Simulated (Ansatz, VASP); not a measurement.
# AlN in VASP and in Ansatz

INCAR

```
SYSTEM = AlN
PREC = Accurate
ENCUT = 520
EDIFF = 1E-6
ISMEAR = 0
SIGMA = 0.05
LREAL = .False.
LASPH = .True.
NELM = 100
ALGO = Normal
ISIF = 2
LWAVE = .False.
LCHARG = .True.
GGA = PS
LELF = .True.
LVHAR = .True.
NBANDS = 26
```

Contents of KPOINTS:

```
regular mesh
0
Gamma
  8 8 3
  0 0 0
```

File POSCAR:

```
AlN
1.0
   -3.1135599822      0.0000000000      0.0000000000
   -1.5567799911     -2.6964220408      0.0000000000
   -0.2594633319     -0.4494036735     11.1667009506
Al N
4 4
Direct
    0.3333333333      0.1987825311      0.8073048133
    0.3333333333      0.2731606681      0.3610359916
    0.6666666667      0.6436830699      0.1379015808
    0.6666666667      0.5693049329      0.5841704025
    0.3333333333      0.3191278617      0.0852328300
    0.3333333333      0.2447497247      0.5315016517
    0.6666666667      0.6152721265      0.3083672409
    0.6666666667      0.5408939896      0.7546360626
```

Input for Ansatz:

```yaml
crystal:
  lattice:
    - [-3.1135599822, 0.0, 0.0]
    - [-1.5567799911, -2.6964220408, 0.0]
    - [-0.2594633319, -0.4494036735, 11.1667009506]
  atoms:
    - { symbol: Al, position: [0.3333333333, 0.1987825311, 0.8073048133] }
    - { symbol: Al, position: [0.3333333333, 0.2731606681, 0.3610359916] }
    - { symbol: Al, position: [0.6666666667, 0.6436830699, 0.1379015808] }
    - { symbol: Al, position: [0.6666666667, 0.5693049329, 0.5841704025] }
    - { symbol: "N", position: [0.3333333333, 0.3191278617, 0.08523283] }
    - { symbol: "N", position: [0.3333333333, 0.2447497247, 0.5315016517] }
    - { symbol: "N", position: [0.6666666667, 0.6152721265, 0.3083672409] }
    - { symbol: "N", position: [0.6666666667, 0.5408939896, 0.7546360626] }
basis:
  ecutwfc: 520.0
kpoints:
  mp_grid: { grid: [8, 8, 3] }
hamiltonian:
  xc: pbesol
  pseudopotentials: { kind: paw, azcp: { folder: soft_1 } }
scf:
  occupations: { method: gaussian, width: 0.05 }
output:
  forces: true
  stress: true
  eigenvalues: true
  write_density: true
  write_potential: true
  elf: true
  volumetric_format: npy
```

Alike in both runs: task single point; functional PBEsol; k mesh 8 × 8 × 3; occupations gaussian, width 0.05 eV; no spin polarisation.

|  | VASP | Ansatz |
| --- | --- | --- |
| version | VASP 6.6.1 | Ansatz 0.2.0 |
| potentials or method | VASP PAW PBE potentials, release 64 (Al, N), cutoff 520 eV | scalar-relativistic, plane waves, PAW |
| valence electrons in the cell | 32 | 32 |

```tsv
	VASP	Ansatz	Ansatz less VASP
gap on the k mesh at the Fermi level (eV)	0.42	0.41	-0.012
least direct gap on the mesh (eV)	0.42	0.41	-0.012
pressure (GPa)	-4.0	-4.0	-0.01
traceless stress, the component that is largest in VASP (GPa)	-5.82	-5.70	+0.123
rms of the force components (eV/Å)	0.735	0.738	+0.0035
```

VASP's potentials were made for PBE, not for PBEsol, and Ansatz warns of the same on its side. Atom by atom the forces differ by 0.005 eV/Å (rms over components). With one functional, cell and mesh, what is left measures potentials, basis and numerics.
